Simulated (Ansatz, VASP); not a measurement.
# NaBe5H in VASP and in Ansatz

```xyz
7
Lattice="4.7994 0.0000 0.0000 -2.3997 4.1564 0.0000 0.0000 0.0000 7.3656" Properties=species:S:1:pos:R:3 pbc="T T T"
Na    0.0000    0.0000    3.6828
Be    2.3997    0.0000    3.6828
Be   -1.1998    2.0782    3.6828
Be    1.1998    2.0782    3.6828
Be    0.0000    0.0000    1.4224
Be    0.0000    0.0000    5.9432
H     0.0000    0.0000    0.0000
```

Alike in both runs: functional PBE; k mesh 12 × 12 × 6; occupations gaussian, width 0.1 eV; no spin polarisation.

Ansatz relaxed the structure, and its values are those at the end. VASP's run is a single point on that final structure, the one shown.

```csv
,VASP,Ansatz
version,VASP 6.6.1,Ansatz 0.2.0
potentials or method,"VASP PAW PBE potentials, release 64 (Na_pv, Be, H), cutoff 520 eV","scalar-relativistic, plane waves, PAW"
valence electrons in the cell,18,20
```

```csv
,VASP,Ansatz,Ansatz less VASP
gap on the k mesh at the Fermi level (eV),none,none,-
pressure (GPa),0.0,0.0,-0.03
```

A gap of «none» marks a metal or a gap that the smearing closes. VASP's potentials hold 18 valence electrons a cell and Ansatz's 20, so a difference there can come from the potentials and not from the codes.
